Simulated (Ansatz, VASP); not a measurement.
## FeSi: VASP beside Ansatz

```
Fe Si
1.0
     4.44805    0.00000    0.00000
     0.00000    4.44805    0.00000
     0.00000    0.00000    4.44805
Fe Si
4 4
Direct
  0.13600 0.13600 0.13600
  0.36400 0.86400 0.63600
  0.63600 0.36400 0.86400
  0.86400 0.63600 0.36400
  0.84073 0.84073 0.84073
  0.65927 0.15927 0.34073
  0.34073 0.65927 0.15927
  0.15927 0.34073 0.65927
```

Alike in both runs: functional PBE; k mesh 8 × 8 × 8; occupations gaussian, width 0.05 eV; no spin polarisation.

Ansatz relaxed the structure, and its values are those at the end. VASP's run is a single point on that final structure, the one shown.

```csv
,VASP,Ansatz
version,VASP 6.6.1,Ansatz 0.2.0
potentials or method,"VASP PAW PBE potentials, release 64 (Fe, Si), cutoff 520 eV","scalar-relativistic, plane waves, PAW"
valence electrons in the cell,48,80
```

Ansatz gave:

```
gap on the k mesh at the Fermi level (eV) : 0.17
least direct gap on the mesh (eV)         : 0.18
pressure (GPa)                            : 0.0
rms of the force components (eV/Å)        : 0.001
```

Q: What did VASP give for the same quantities?

A: gap on the k mesh at the Fermi level (eV): 0.16; least direct gap on the mesh (eV): 0.17; pressure (GPa): 0.2; rms of the force components (eV/Å): 0.014.

VASP's potentials hold 48 valence electrons a cell and Ansatz's 80, so a difference there can come from the potentials and not from the codes.
